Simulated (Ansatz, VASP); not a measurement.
CsI in VASP and in Ansatz

```
CELL_PARAMETERS angstrom
4.65627 0.00000 0.00000
0.00000 4.65627 0.00000
0.00000 0.00000 4.65627
ATOMIC_POSITIONS crystal
Cs 0.00000 0.00000 0.00000
I 0.50000 0.50000 0.50000
```

Change from the starting cell: volume scaled by 1.06, crystal datasets.

Alike in both runs: task electric field gradients; functional LDA; k mesh 7 × 7 × 7; occupations fermi-dirac, width 0.01 eV; no spin polarisation.

|  | VASP | Ansatz |
| --- | --- | --- |
| version | VASP 6.6.1 | Ansatz 0.2.0 |
| potentials or method | VASP PAW LDA potentials, release 64 (Cs_sv, I), cutoff 400 eV | all-electron PAW with datasets made for the crystal, scalar-relativistic |

|  | VASP | Ansatz | Ansatz less VASP |
| --- | --- | --- | --- |
| gap on the k mesh at the Fermi level (eV) | 3.38 | 3.37 | -0.009 |
| pressure (GPa) | -1.8 | -1.8 | -0.03 |

LDA's correlation is that of Perdew and Zunger in VASP and of Perdew and Wang (1992) in Ansatz. Ansatz ran all-electron here, and VASP with PAW potentials.

Spin-orbit coupling is off throughout.
